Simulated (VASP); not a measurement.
# WC (Qusongite) in VASP: single point with PBEsol

Aim: the single point of WC (Qusongite) with PBEsol.

Everything below comes from runs of VASP 6.6.1. Logs are shortened: lines on timing, memory, paths and dates and some standing lists are left out, and cuts for length are marked.

## (1) The cell of the first run

The cell holds a slab with vacuum, 12 atoms: a = 2.828 Å, b = 2.898 Å, c = 28.387 Å, α = 90.00°, β = 90.00°, γ = 90.00°.

## (2) Single point, PBEsol

INCAR reads:

```
PREC     = Accurate       # precision mode
ENCUT    = 520            # plane-wave cutoff, eV
EDIFF    = 1E-6           # SCF threshold, eV
ISMEAR   = 0              # smearing method
SIGMA    = 0.1            # smearing width, eV
LREAL    = False          # projectors in reciprocal space
LASPH    = True           # aspherical terms in the spheres
NELM     = 100            # most SCF steps
ALGO     = Normal         # electronic algorithm
ISIF     = 2              # what is computed and relaxed
LWAVE    = False          # write WAVECAR
LCHARG   = False          # write CHGCAR
LDIPOL   = True         
IDIPOL   = 3            
DIPOL    = 0.5 0.5 0.500
GGA      = PS             # functional
NBANDS   = 66             # bands
```

KPOINTS reads:

```
regular mesh
0
Gamma
  12 12 1
```

POSCAR reads:

```
WC
1.0
    2.8277797159      0.0000000000      0.0000000000
    0.0000000000      2.8984102022      0.0000000000
    0.0000000000      0.0000000000     28.3871832836
C W
6 6
Direct
    0.5000000000      0.0000000000      0.2642037403
    0.5000000000      0.5000000000      0.3526273377
    0.5000000000      0.0000000000      0.4410509351
    0.5000000000      0.5000000000      0.5294745325
    0.5000000000      0.0000000000      0.6178981299
    0.5000000000      0.5000000000      0.7063217272
    0.0000000000      0.5000000000      0.2936782728
    0.0000000000      0.0000000000      0.3821018701
    0.0000000000      0.5000000000      0.4705254675
    0.0000000000      0.0000000000      0.5589490649
    0.0000000000      0.5000000000      0.6473726623
    0.0000000000      0.0000000000      0.7357962597
```

Potentials or basis: VASP PAW PBE potentials, release 64 (C, W_sv).

On the command line:

```bash
> cat potpaw_PBE.64/C/POTCAR potpaw_PBE.64/W_sv/POTCAR > POTCAR
> mpirun -np 1 vasp_std > vasp.out
```

OUTCAR:

```text
PREC = Accurate
   ENCUT = 520
   EDIFF = 1E-6
   ISMEAR = 0
   LREAL = False
   LASPH = True
   NELM = 100
   ISIF = 2
   GGA = PS

 ion  position               nearest neighbor table
   1  0.500  0.000  0.264-   7 2.19   7 2.19   7 2.19   7 2.19
   2  0.500  0.500  0.353-   8 2.19   8 2.19   8 2.19   8 2.19   7 2.19   7 2.19
   3  0.500  0.000  0.441-   9 2.19   9 2.19   9 2.19   9 2.19   8 2.19   8 2.19
   4  0.500  0.500  0.529-  10 2.19  10 2.19  10 2.19  10 2.19   9 2.19   9 2.19
   5  0.500  0.000  0.618-  11 2.19  11 2.19  11 2.19  11 2.19  10 2.19  10 2.19
   6  0.500  0.500  0.706-  11 2.19  11 2.19  12 2.19  12 2.19  12 2.19  12 2.19
   7  0.000  0.500  0.294-   2 2.19   2 2.19   1 2.19   1 2.19   1 2.19   1 2.19   8 2.90   8 2.90

   8  0.000  0.000  0.382-   2 2.19   2 2.19   2 2.19   2 2.19   3 2.19   3 2.19   7 2.90   7 2.90
                             9 2.90   9 2.90
   9  0.000  0.500  0.471-   3 2.19   3 2.19   3 2.19   3 2.19   4 2.19   4 2.19  10 2.90  10 2.90
                             8 2.90   8 2.90
  10  0.000  0.000  0.559-   4 2.19   4 2.19   4 2.19   4 2.19   5 2.19   5 2.19   9 2.90   9 2.90
                            11 2.90  11 2.90
  11  0.000  0.500  0.647-   5 2.19   5 2.19   5 2.19   5 2.19   6 2.19   6 2.19  12 2.90  12 2.90
                            10 2.90  10 2.90
  12  0.000  0.000  0.736-   6 2.19   6 2.19   6 2.19   6 2.19  11 2.90  11 2.90

  LATTYP: Found a simple orthorhombic cell.
 ALAT       =     2.8277797159
 B/A-ratio  =     1.0249773651
 C/A-ratio  =    10.0386826895

  Lattice vectors:

 A1 = (   2.8277797159,   0.0000000000,   0.0000000000)
 A2 = (   0.0000000000,   2.8984102022,   0.0000000000)
 A3 = (   0.0000000000,   0.0000000000,  28.3871832836)

Analysis of symmetry for initial positions (statically):
=====================================================================
 Subroutine PRICEL returns:
 Original cell was already a primitive cell.

 Routine SETGRP: Setting up the symmetry group for a
 simple orthorhombic supercell.

 Subroutine GETGRP returns: Found  4 space group operations
 (whereof  4 operations were pure point group operations)
 out of a pool of  8 trial point group operations.

The static configuration has the point symmetry C_2v.

Analysis of symmetry for dynamics (positions and initial velocities):
=====================================================================
 Subroutine PRICEL returns:
 Original cell was already a primitive cell.

 Routine SETGRP: Setting up the symmetry group for a
 simple orthorhombic supercell.

 Subroutine GETGRP returns: Found  4 space group operations
 (whereof  4 operations were pure point group operations)
 out of a pool of  8 trial point group operations.

The dynamic configuration has the point symmetry C_2v.

[... 143 lines left out ...]
   GGA     = PS    functional components
   LHFCALC =     F    Hartree Fock is set to
   AEXX    =    0.0000 exact exchange contribution
   IVDW    =     0    specifies the selected vdW correction
   LEPSILON=     F    determine dielectric tensor
   LRPA    =     F    only Hartree local field effects (RPA)
 non-spin polarized calculation
 Gauss-broadening in eV      SIGMA  =   0.10
  energy-cutoff  :      520.00
  volume of cell :      232.66
 maximum number of plane-waves:      6325
 NGX is ok and might be reduce to    24
   NGX = 11   NGY = 11   NGZ =105

 dipolmoment           0.000000      0.000000      0.016491 electrons x Angstroem

 number of electron     107.9999999 magnetization

 dipolmoment           0.000000      0.000000     -0.027484 electrons x Angstroem

 Free energy of the ion-electron system (eV)
  ---------------------------------------------------
  ext. energy  EPLUGINS =         0.00000000
  ---------------------------------------------------
  free energy    TOTEN  =      -138.97942619 eV

  energy without entropy =     -138.95798403  energy(sigma->0) =     -138.96870511

 E-fermi :   3.2788     XC(G=0):  -8.1530

 val. band max:        3.2681247228   @ k =   0.1667   0.4167   0.0000
 cond. band min:       3.2788495356   @ k =   0.2500   0.3333   0.0000
 fundamental gap:      0.0107248127
 Fermi energy:         3.2788231903

 k-point     1 :       0.0000    0.0000    0.0000
  band No.  band energies     occupation
      1     -70.7661      2.00000
      2     -70.7303      2.00000
      3     -70.6443      2.00000
      4     -70.5928      2.00000
      5     -70.5550      2.00000
      6     -70.5156      2.00000
[... 1645 lines left out ...]
     65       7.3782      0.00000
     66       7.4911      0.00000

 [... further k-points ...]

------------------------ aborting loop because EDIFF is reached ----------------------------------------

 vacuum level on the upper side and lower side of the slab       (xc-potential included)        -0.522         0.075

  FORCE on cell =-STRESS in cart. coord.  units (eV):
  Direction    XX          YY          ZZ          XY          YZ          ZX
  --------------------------------------------------------------------------------------
  -------------------------------------------------------------------------------------
  Total       -5.0898640     -5.1751835     -2.5910455      0.0000000      0.0000000      0.0000000
  in kB      -35.0500815    -35.6376128    -17.8425898      0.0000000      0.0000000      0.0000000
  external PRESSURE =     -29.5100947 kB  Pullay stress =       0.0000000 kB

 VOLUME and BASIS-vectors are now :
 -----------------------------------------------------------------------------
  energy-cutoff  :      520.00
  volume of cell :      232.66
      direct lattice vectors                 reciprocal lattice vectors
     2.827779716  0.000000000  0.000000000     0.353634335  0.000000000  0.000000000
     0.000000000  2.898410202  0.000000000     0.000000000  0.345016726  0.000000000
     0.000000000  0.000000000 28.387183284     0.000000000  0.000000000  0.035227165

 POSITION                                       TOTAL-FORCE (eV/Angst)
 -----------------------------------------------------------------------------------
      1.41389      0.00000      7.50000         0.000000      0.000000      2.582975
      1.41389      1.44921     10.01010         0.000000      0.000000     -0.081722
      1.41389      0.00000     12.52019         0.000000      0.000000      0.057564
      1.41389      1.44921     15.03029         0.000000      0.000000      0.030998
      1.41389      0.00000     17.54039         0.000000      0.000000      0.016848
      1.41389      1.44921     20.05048         0.000000      0.000000      0.440741
      0.00000      1.44921      8.33670         0.000000      0.000000     -2.622614
      0.00000      0.00000     10.84680         0.000000      0.000000     -0.036828
      0.00000      1.44921     13.35689         0.000000      0.000000      0.046813
      0.00000      0.00000     15.86699         0.000000      0.000000     -0.028203
      0.00000      1.44921     18.37709         0.000000      0.000000      0.321866
      0.00000      0.00000     20.88718         0.000000      0.000000     -0.728439
 -----------------------------------------------------------------------------------
    total drift:                                0.000000      0.000000     -0.000077

  FREE ENERGIE OF THE ION-ELECTRON SYSTEM (eV)
  ---------------------------------------------------
  free  energy   TOTEN  =      -138.9794261867 eV

  energy  without entropy=     -138.9579840290  energy(sigma->0) =     -138.96870511

 vacuum level on the upper side and lower side of the slab         8.492         9.106
```

stdout:

```text
POSCAR found type information on POSCAR C W
 POSCAR found :  2 types and      12 ions
 scaLAPACK will be used
 -----------------------------------------------------------------------------
|                                                                             |
|                                                                             |
|     You enforced a specific xc type in the INCAR file but a different       |
|     I HOPE YOU KNOW WHAT YOU ARE DOING!                                     |
|                                                                             |
 -----------------------------------------------------------------------------

 LDA part: xc-table for (Slater+PW92), standard interpolation
 POSCAR, INCAR and KPOINTS ok, starting setup
 FFT: planning ... GRIDC
 FFT: planning ... GRID_SOFT
 FFT: planning ... GRID
 WAVECAR not read
 entering main loop
```

Wall time 37 min (1 thread of Intel Xeon Platinum 8488C (Sapphire Rapids), shared host); peak memory 0.66 GiB.

What came out:

```
Free energy            : -138.9794 eV
Largest force          : 2.623 eV/Å
Band gap on the k mesh : zero (band 54 reaches 4.89 eV, above the bottom of band 55 at 2.65 eV)
```

Forces in eV/Å, atoms in the order of the input:
```
C    0.000  0.000  2.583
C    0.000  0.000 -0.082
C    0.000  0.000  0.058
C    0.000  0.000  0.031
C    0.000  0.000  0.017
C    0.000  0.000  0.441
W    0.000  0.000 -2.623
W    0.000  0.000 -0.037
W    0.000  0.000  0.047
W    0.000  0.000 -0.028
W    0.000  0.000  0.322
W    0.000  0.000 -0.728
```

Caveat: the PAW data sets were made with another functional, which shifts forces and pressure a little; spin-orbit coupling is left out, which moves the levels of the heavy elements.
